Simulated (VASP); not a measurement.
# In12P12H3N in VASP: a series of runs

The runs below take In12P12H3N through single point, with PBE+D3(BJ).

Everything below comes from runs of VASP 6.6.1. Logs are shortened: lines on timing, memory, paths and dates and some standing lists are left out, and cuts for length are marked.

**1. The cell of the first run**

The cell holds a slab with vacuum, 28 atoms: a = 8.300 Å, b = 8.300 Å, c = 19.624 Å, α = 90.00°, β = 90.00°, γ = 60.00°.

**2. Single point, PBE+D3(BJ)**

File INCAR:

```
PREC = Accurate
ENCUT = 520
EDIFF = 1E-7
ISMEAR = -1
SIGMA = 0.05
LREAL = Auto
LASPH = True
NELM = 100
ALGO = Normal
ISIF = 2
LWAVE = False
LCHARG = True
GGA = PE
IVDW = 12
LELF = True
LVHAR = True
NBANDS = 132
```

File KPOINTS:

```
regular mesh
0
Gamma
  2 2 1
```

File POSCAR:

```
In12P12H3N
1.0
    8.2995950000      0.0000000000      0.0000000000
    4.1497980000      7.1876600000      0.0000000000
    0.0000000000      0.0000000000     19.6236650000
In P N H
12 12 1 3
Direct
    0.0000000000      0.0000000000      0.0509588805
    0.0000022074      0.4999958262      0.0509588805
    0.5000003012      0.0000000000      0.0509588805
    0.5000025086      0.4999958262      0.0509588805
    0.6382331082      0.6526880793      0.2286677845
    0.6675056519      0.1316144615      0.2243617591
    0.1453334847      0.6770910143      0.2229858694
    0.1673448991      0.1769977990      0.2283977025
    0.2354245223      0.2688496673      0.4351429766
    0.2592464861      0.7944866619      0.3893156554
    0.7912752014      0.2760703762      0.3935962013
    0.7798192042      0.7830782202      0.3947733515
    0.1666698217      0.1666606378      0.0941261482
    0.1666650727      0.6666703767      0.0941261482
    0.6666701229      0.1666606378      0.0941261482
    0.6666653739      0.6666703767      0.0941261482
    0.8047365943      0.8105002184      0.2605680437
    0.8289033721      0.3291335428      0.2696896833
    0.3127717972      0.8446003289      0.2635134670
    0.3354396954      0.3487365846      0.2819300064
    0.4096232915      0.4233923140      0.3752561002
    0.4468435530      0.9050511571      0.4632773745
   -0.1003236205      0.4618888484      0.4583037878
   -0.0549305578      0.9434920405      0.4493961755
    0.3526420959      0.3638040753      0.5528987577
    0.4249943457      0.2353895426      0.5746021449
    0.4317772308      0.3596859061      0.5149445835
    0.2664188764      0.4722955732      0.5800394575
```

Potentials or basis: VASP PAW PBE potentials, release 64 (In_d, P, N, H).

Started as:

```
$ cat potpaw_PBE.64/In_d/POTCAR potpaw_PBE.64/P/POTCAR potpaw_PBE.64/N/POTCAR potpaw_PBE.64/H/POTCAR > POTCAR
$ mpirun -np 1 vasp_std > vasp.out
```

OUTCAR:

```text
PREC = Accurate
   ENCUT = 520
   EDIFF = 1E-7
   ISMEAR = -1
   LREAL = Auto
   LASPH = True
   NELM = 100
   ISIF = 2
   GGA = PE
   IVDW = 12
 IVDW          = 12

 ion  position               nearest neighbor table
   1  0.000  0.000  0.051-  14 2.54  15 2.54  13 2.54
   2  0.000  0.500  0.051-  13 2.54  16 2.54  14 2.54
   3  0.500  0.000  0.051-  16 2.54  13 2.54  15 2.54
   4  0.500  0.500  0.051-  15 2.54  16 2.54  14 2.54
   5  0.638  0.653  0.229-  17 2.41  19 2.45  18 2.47  16 2.66  12 3.80   7 4.00
   6  0.668  0.132  0.224-  17 2.42  15 2.57  20 2.67  18 2.73  11 3.84   7 3.87   8 3.98
   7  0.145  0.677  0.223-  14 2.53  19 2.54  17 2.58  20 2.64  10 3.66   6 3.87   5 4.00
   8  0.167  0.177  0.228-  19 2.49  18 2.57  13 2.64  20 2.66   6 3.98
   9  0.235  0.269  0.435-  23 2.46  21 2.64  22 2.68  25 2.77  20 3.27  11 3.75  10 3.95
  10  0.259  0.794  0.389-  24 2.55  19 2.58  22 2.61  21 2.70   7 3.66  11 3.94   9 3.95
  11  0.791  0.276  0.394-  23 2.49  18 2.52  24 2.63  21 2.79   9 3.75   6 3.84  10 3.94
  12  0.780  0.783  0.395-  24 2.57  23 2.65  17 2.66  22 2.77   5 3.80
  13  0.167  0.167  0.094-   3 2.54   1 2.54   2 2.54   8 2.64
  14  0.167  0.667  0.094-   7 2.53   1 2.54   2 2.54   4 2.54
  15  0.667  0.167  0.094-   1 2.54   3 2.54   4 2.54   6 2.57
  16  0.667  0.667  0.094-   3 2.54   2 2.54   4 2.54   5 2.66
  17  0.805  0.811  0.261-   5 2.41   6 2.42   7 2.58  12 2.66
  18  0.829  0.329  0.270-   5 2.47  11 2.52   8 2.57   6 2.73
  19  0.313  0.845  0.264-   5 2.45   8 2.49   7 2.54  10 2.58
  20  0.335  0.349  0.282-  21 2.12   7 2.64   8 2.66   6 2.67   9 3.27
  21  0.410  0.423  0.375-  20 2.12   9 2.64  10 2.70  11 2.79
  22  0.447  0.905  0.463-  10 2.61   9 2.68  12 2.77
  23  0.900  0.462  0.458-   9 2.46  11 2.49  12 2.65
  24  0.945  0.943  0.449-  10 2.55  12 2.57  11 2.63
  25  0.353  0.364  0.553-  28 0.98  27 0.98  26 1.02   9 2.77
  26  0.425  0.235  0.575-  25 1.02
  27  0.432  0.360  0.515-  25 0.98
  28  0.266  0.472  0.580-  25 0.98

  LATTYP: Found a hexagonal cell.
 ALAT       =     8.2995951538
 C/A-ratio  =     2.3644123161

  Lattice vectors:

 A1 = (  -4.1497980000,  -7.1876600000,   0.0000000000)
 A2 = (   8.2995950000,   0.0000000000,   0.0000000000)
 A3 = (   0.0000000000,   0.0000000000,  19.6236650000)

Analysis of symmetry for initial positions (statically):
=====================================================================
 Subroutine PRICEL returns:
 Original cell was already a primitive cell.

 Routine SETGRP: Setting up the symmetry group for a
 hexagonal supercell.

 Subroutine GETGRP returns: Found  1 space group operations
 (whereof  1 operations were pure point group operations)
 out of a pool of 24 trial point group operations.

The static configuration has the point symmetry C_1 .

Analysis of symmetry for dynamics (positions and initial velocities):
=====================================================================
 Subroutine PRICEL returns:
 Original cell was already a primitive cell.

 Routine SETGRP: Setting up the symmetry group for a
 hexagonal supercell.

 Subroutine GETGRP returns: Found  1 space group operations
 (whereof  1 operations were pure point group operations)
 out of a pool of 24 trial point group operations.

The dynamic configuration has the point symmetry C_1 .

 Subroutine INISYM returns: Found  1 space group operations
 (whereof  1 operations are pure point group operations),
 and found     1 'primitive' translations

----------------------------------------------------------------------------------------

                                     Primitive cell

  volume of cell :    1170.6432

  direct lattice vectors                    reciprocal lattice vectors
     8.299595000  0.000000000  0.000000000     0.120487807 -0.069563677  0.000000000
     4.149798000  7.187660000  0.000000000     0.000000000  0.139127338  0.000000000
     0.000000000  0.000000000 19.623665000     0.000000000  0.000000000  0.050958881

  length of vectors
     8.299595000  8.299595154 19.623665000     0.139127340  0.139127338  0.050958881

  position of ions in fractional coordinates (direct lattice)
     0.000000000  0.000000000  0.050958880
     0.000002207  0.499995826  0.050958880
     0.500000301  0.000000000  0.050958880
     0.500002509  0.499995826  0.050958880
     0.638233108  0.652688079  0.228667784
     0.667505652  0.131614461  0.224361759
[... 20 lines left out ...]
     0.431777231  0.359685906  0.514944583
     0.266418876  0.472295573  0.580039457

  ion indices of the primitive-cell ions
   primitive index   ion index
                 1           1
                 2           2
                 3           3
                 4           4
                 5           5
                 6           6
[... 20 lines left out ...]
                27          27
                28          28

----------------------------------------------------------------------------------------

 KPOINTS: regular mesh

Automatic generation of k-mesh.
 Grid dimensions read from file:
 generate k-points for:    2    2    1

 Generating k-lattice:

  Cartesian coordinates                     Fractional coordinates (reciprocal lattice)
     0.060243903 -0.034781839  0.000000000     0.500000000  0.000000000  0.000000000
     0.000000000  0.069563669  0.000000000     0.000000000  0.500000000  0.000000000
     0.000000000  0.000000000  0.050958881     0.000000000  0.000000000  1.000000000

  Length of vectors
     0.069563670  0.069563669  0.050958881

  Shift w.r.t. Gamma in fractional coordinates (k-lattice)
     0.000000000  0.000000000  0.000000000

 Subroutine IBZKPT returns following result:
 ===========================================

 Found      4 irreducible k-points:

 Following reciprocal coordinates:
            Coordinates               Weight
  0.000000  0.000000  0.000000      1.000000
  0.500000  0.000000  0.000000      1.000000
  0.500000  0.500000  0.000000      1.000000
  0.000000  0.500000  0.000000      1.000000
   k-points           NKPTS =      4   k-points in BZ     NKDIM =      4   number of bands    NBANDS=    132
   number of dos      NEDOS =    301   number of ions     NIONS =     28
   total plane-waves  NPLWV = 614400
   dimension x,y,z NGX =    64 NGY =   64 NGZ =  150
   dimension x,y,z NGXF=   128 NGYF=  128 NGZF=  300
   ions per type =              12  12   1   3
   NGX,Y,Z   is equivalent  to a cutoff of  12.82, 12.82, 12.71 a.u.
   NGXF,Y,Z  is equivalent  to a cutoff of  25.64, 25.64, 25.42 a.u.
 SYSTEM =  unknown system
   PREC   = accura    normal or accurate (medium, high low for compatibility)
   ISTART =      0    job   : 0-new  1-cont  2-samecut
   ICHARG =      2    charge: 1-file 2-atom 10-const
   ISPIN  =      1    spin polarized calculation?
   LNONCOLLINEAR =      F non collinear calculations
   LSORBIT =      F    spin-orbit coupling
   LASPH  =      T    aspherical Exc in radial PAW
   ENCUT  =  520.0 eV  38.22 Ry    6.18 a.u.  15.43 15.43 36.49*2*pi/ulx,y,z
   NELM   =    100;   NELMIN=  2; NELMDL= -5     # of ELM steps
   EDIFF  = 0.1E-06   stopping-criterion for ELM
   LREAL  =      T    real-space projection
   EDIFFG = 0.1E-05   stopping-criterion for IOM
   NSW    =      0    number of steps for IOM
   IBRION =     -1    ionic relax: 0-MD 1-quasi-New 2-CG
   NFREE  =      0    steps in history (QN), initial steepest desc. (CG)
   ISIF   =      2    stress and relaxation
   ISYM   =      2    0-nonsym 1-usesym 2-fastsym
   POTIM  = 0.5000    time-step for ionic-motion
   TEBEG  =    0.0;   TEEND  =   0.0 temperature during run
   PSTRESS=    0.0 pullay stress
   NELECT =     224.0000    total number of electrons
   NUPDOWN=      -1.0000    fix difference up-down
   EMIN   =  10.00;   EMAX   =-10.00  energy-range for DOS
   EFERMI =   0.00;   METHOD = LEGACY
   ISMEAR =    -1;   SIGMA  =   0.05  broadening in eV -4-tet -1-fermi 0-gaus
   EFERMI_NEDOS =   21; number of points for ismear=-14 and -15
   IALGO  =     38    algorithm
   IMIX   =      4    mixing-type and parameters
     AMIX     =   0.40;   BMIX     =  1.00
     AMIX_MAG =   1.60;   BMIX_MAG =  1.00
  volume/ion in A,a.u.               =      41.81       282.14
  Fermi-wavevector in a.u.,A,eV,Ry     =   0.943371  1.782713 12.108497  0.889949
  Thomas-Fermi vector in A             =   2.071072
   LORBIT       =      0    0 simple, 1 ext, 2 COOP (PROOUT), +10 PAW based schemes
   GGA     = PE    functional components
   LHFCALC =     F    Hartree Fock is set to
   AEXX    =    0.0000 exact exchange contribution
   IVDW    =    12    specifies the selected vdW correction
   LEPSILON=     F    determine dielectric tensor
   LRPA    =     F    only Hartree local field effects (RPA)
 non-spin polarized calculation
  energy-cutoff  :      520.00
  volume of cell :     1170.64
 maximum number of plane-waves:     31645
 NGX is ok and might be reduce to    64
   NGX = 31   NGY = 31   NGZ = 73

 number of electron     224.0000014 magnetization

 Free energy of the ion-electron system (eV)
  ---------------------------------------------------
  ext. energy  EPLUGINS =         0.00000000
  ---------------------------------------------------
  free energy    TOTEN  =      -111.79164582 eV

  energy without entropy =     -111.67045380  energy(sigma->0) =     -111.73104981

 E-fermi :   1.0592     XC(G=0):  -5.7560

 val. band max:        1.0378491847   @ k =   0.0000   0.5000   0.0000
 cond. band min:       1.1537117591   @ k =   0.5000   0.0000   0.0000
 fundamental gap:      0.1158625744
 Fermi energy:         1.0591794713

 k-point     1 :       0.0000    0.0000    0.0000
  band No.  band energies     occupation
      1     -16.5519      2.00000
      2     -14.1452      2.00000
      3     -14.1228      2.00000
      4     -14.1053      2.00000
      5     -14.0521      2.00000
      6     -14.0279      2.00000
[... 116 lines left out ...]
    123       2.6984      0.00000
    124       2.9165      0.00000

 k-point     2 :       0.5000    0.0000    0.0000
  band No.  band energies     occupation
      1     -16.5518      2.00000
      2     -14.1284      2.00000
      3     -14.1108      2.00000
      4     -14.0875      2.00000
      5     -14.0665      2.00000
      6     -14.0227      2.00000
[... 116 lines left out ...]
    123       3.5911      0.00000
    124       3.8622      0.00000

 k-point     3 :       0.5000    0.5000    0.0000
  band No.  band energies     occupation
      1     -16.5518      2.00000
      2     -14.1323      2.00000
      3     -14.1079      2.00000
      4     -14.0929      2.00000
      5     -14.0588      2.00000
      6     -14.0188      2.00000
[... 116 lines left out ...]
    123       3.3513      0.00000
    124       3.5633      0.00000

 k-point     4 :       0.0000    0.5000    0.0000
  band No.  band energies     occupation
      1     -16.5518      2.00000
      2     -14.1305      2.00000
      3     -14.1086      2.00000
      4     -14.0889      2.00000
      5     -14.0648      2.00000
      6     -14.0241      2.00000
[... 116 lines left out ...]
    123       3.6177      0.00000
    124       3.8348      0.00000
 [bands above 124 left out]

------------------------ aborting loop because EDIFF is reached ----------------------------------------

 Edisp (eV)   -6.00887

 E8    (eV) :    -2.7094

  FORCE on cell =-STRESS in cart. coord.  units (eV):
  Direction    XX          YY          ZZ          XY          YZ          ZX
  --------------------------------------------------------------------------------------
  -------------------------------------------------------------------------------------
  Total       0.97892     1.00019     3.95000     0.49551     0.16772     0.40136
  in kB       1.33978     1.36889     5.40609     0.67816     0.22954     0.54931
  external pressure =        2.70 kB  Pullay stress =        0.00 kB

 VOLUME and BASIS-vectors are now :
 -----------------------------------------------------------------------------
  energy-cutoff  :      520.00
  volume of cell :     1170.64
      direct lattice vectors                 reciprocal lattice vectors
     8.299595000  0.000000000  0.000000000     0.120487807 -0.069563677  0.000000000
     4.149798000  7.187660000  0.000000000     0.000000000  0.139127338  0.000000000
     0.000000000  0.000000000 19.623665000     0.000000000  0.000000000  0.050958881

 POSITION                                       TOTAL-FORCE (eV/Angst)
 -----------------------------------------------------------------------------------
      0.00000      0.00000      1.00000         0.015207      0.015430     -0.368937
      2.07490      3.59380      1.00000         0.014329     -0.027912      0.221583
      4.14980      0.00000      1.00000         0.012133      0.017195      0.211506
      6.22470      3.59380      1.00000         0.050218      0.007524      0.187888
      8.00560      4.69130      4.48730        -0.365928     -0.505440     -0.613023
      6.08620      0.94600      4.40280         0.280833      1.668198      0.257485
[... 20 lines left out ...]
      5.07620      2.58530     10.10510         1.387291      1.186308     -0.807736
      4.17110      3.39470     11.38250         0.063590      1.181653      0.564627
 -----------------------------------------------------------------------------------
    total drift:                                0.004683     -0.006924      0.004721

  FREE ENERGIE OF THE ION-ELECTRON SYSTEM (eV)
  ---------------------------------------------------
  free  energy   TOTEN  =      -117.8005198566 eV

  energy  without entropy=     -117.6793278365  energy(sigma->0) =     -117.73992385
```

It took 59 min on 1 thread of Oxide Virtual Turin-like, shared host; peak memory 1.4 GiB.

Results:

- Free energy: -117.8005 eV
- Largest force: 3.172 eV/Å
- Band gap on the k mesh: zero (bands 112 and 113 overlap by 0.02 eV)
- Dispersion energy per atom: -0.215 eV

Forces in eV/Å, atoms in the order of the input:
```
In   0.015  0.015 -0.369
In   0.014 -0.028  0.222
In   0.012  0.017  0.212
In   0.050  0.008  0.188
In  -0.366 -0.505 -0.613
In   0.281  1.668  0.257
In  -0.133 -0.450  0.331
In  -0.143  0.487  0.093
In   0.399 -0.854  0.513
In   0.239  0.169  0.651
In  -0.472 -0.652  0.489
In  -0.363  0.129  0.859
P    0.319  0.223  0.250
P   -0.128 -0.107 -0.528
P   -0.180 -0.054 -0.288
P   -0.105 -0.036 -0.297
P    1.069 -0.270  0.735
P   -0.565 -0.999 -0.786
P   -0.667 -0.117  0.158
P    0.190 -0.088 -1.566
P    0.360  0.047  1.208
P    0.343  0.431 -0.899
P   -0.066  0.771 -0.038
P   -0.182  0.333 -0.511
N   -1.021 -2.940 -0.609
H   -0.351  0.435  0.581
H    1.387  1.186 -0.808
H    0.064  1.182  0.565
```

Levels at points of the mesh, in eV from the Fermi level:
| k point | band 110 | band 111 | band 112 | band 113 | band 114 | band 115 |
| --- | --- | --- | --- | --- | --- | --- |
| (0.00, 0.00, 0.00) | -0.40 | -0.26 | -0.13 | -0.04 | 0.12 | 0.16 |
| (0.50, 0.00, 0.00) | -0.67 | -0.48 | -0.03 | 0.09 | 0.23 | 0.29 |
| (0.50, 0.50, 0.00) | -0.44 | -0.33 | -0.03 | 0.10 | 0.17 | 0.26 |
| (0.00, 0.50, 0.00) | -0.64 | -0.33 | -0.02 | 0.11 | 0.22 | 0.27 |

Caveat: the k points lie up to 0.44 Å⁻¹ apart; there is no dipole correction, which matters where the two faces differ; spin-orbit coupling is left out, which moves the levels of the heavy elements.

(Continued in part 2 of 2.)

The gap in the log of VASP goes by the Fermi energy; the results here count the filled bands.